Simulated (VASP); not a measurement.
MoS2: single point with PBE+D3(BJ)

Crystal: MoS2.

```
Mo S
1.0
     3.14935    0.00000    0.00000
    -1.57468    2.72742    0.00000
     0.00000    0.00000   12.09075
Mo S
2 4
Direct
  0.33333 0.66667 0.25000
  0.66667 0.33333 0.75000
  0.31991 0.70333 0.62049
  0.66667 0.33333 0.12049
  0.33333 0.66667 0.87951
  0.66667 0.33333 0.37951
```

This cell differs from its parent crystal: atom 3 (S) moved by (-0.100, +0.100) A along x and y.

| Property | Result |
| --- | --- |
| Program | VASP 6.6.1 |
| Task | single point |
| Functional | PBE |
| Dispersion | D3(BJ) |
| Potentials or basis | VASP PAW PBE potentials, release 64 (Mo_sv, S) |
| Cutoff | 520 eV |
| k mesh | 12 × 12 × 4 |
| Occupations | gaussian, width 0.05 eV |
| Spin | no spin polarisation |

The pressure is 0.1 GPa and the largest force is 1.373 eV/Å. The band gap on the k mesh is 0.77 eV (least direct gap 1.69 eV). The dispersion energy per atom is -0.437 eV.

Forces in eV/Å, atoms in the order of the input:
```
Mo  -0.005  0.006  0.001
Mo  -0.911  1.007  0.202
S    0.854 -0.977 -0.197
S    0.002 -0.003  0.013
S    0.067 -0.041 -0.005
S   -0.007  0.008 -0.014
```

Stress tensor (GPa, compression positive):
```
-0.47  0.55 -1.80
 0.55  0.58  2.15
-1.80  2.15  0.31
```

Levels at points of the mesh, in eV from the valence-band top:
```tsv
k point	band 24	band 25	band 26	band 27	band 28	band 29
(0.00, 0.00, 0.00)	-1.26	-1.09	0.00	1.69	2.09	2.11
(0.50, 0.00, 0.00)	-1.63	-1.43	-1.20	1.60	1.66	1.99
(0.00, 0.50, 0.00)	-1.62	-1.44	-1.28	1.59	1.66	2.00
(0.50, 0.50, 0.00)	-1.55	-1.42	-1.23	1.63	1.71	1.98
(0.00, 0.00, 0.50)	-1.84	-0.27	-0.25	1.69	2.06	2.10
(0.50, 0.00, 0.50)	-1.65	-1.40	-1.23	1.62	1.64	2.16
(0.00, 0.50, 0.50)	-1.65	-1.39	-1.32	1.59	1.64	2.16
(0.50, 0.50, 0.50)	-1.65	-1.41	-1.24	1.64	1.69	2.15
```

It took 21 min on 1 thread of Oxide Virtual Turin-like Processor, with other jobs on the host, peak memory 0.79 GiB.

Caveat: the cell differs from its parent crystal (atom 3 (S) moved by (-0.100, +0.100) A along x and y); forces of over 1 eV/Å act on the atoms, so gaps and moduli don't describe the material at rest. A k mesh can miss the band edges.
